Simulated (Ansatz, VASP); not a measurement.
**BeCr3 in VASP and in Ansatz**

```
Cr Be
1.0
     3.51121    0.00000    0.00000
     0.00000    3.51121    0.00000
     0.00000    0.00000    3.51121
Cr Be
3 1
Direct
  0.50000 0.50000 0.00000
  0.50000 0.00000 0.50000
  0.00000 0.50000 0.50000
  0.00000 0.00000 0.00000
```

Alike in both runs: task single point; functional PBE; k mesh 6 × 6 × 6; occupations fermi-dirac, width 0.05 eV; collinear spin; fixed moment 4.5 μB.

```csv
,VASP,Ansatz
version,VASP 6.6.1,Ansatz 0.2.0
potentials or method,"VASP PAW PBE potentials, release 64 (Cr_sv, Be)",Ansatz PAW
plane-wave cutoff (eV),600,420
valence electrons in the cell,44,44
```

VASP gave:

* pressure (GPa): 9.2
* net moment per atom (μB): 1.13
* size of the moment on the site where the two differ most (μB): 1.29

Q: Estimate Ansatz's values.

A: Pressure (GPa): 11.5; net moment per atom (μB): 1.13; size of the moment on the site where the two differ most (μB): 1.36.

Site moments also hang on the region over which each program counts them.
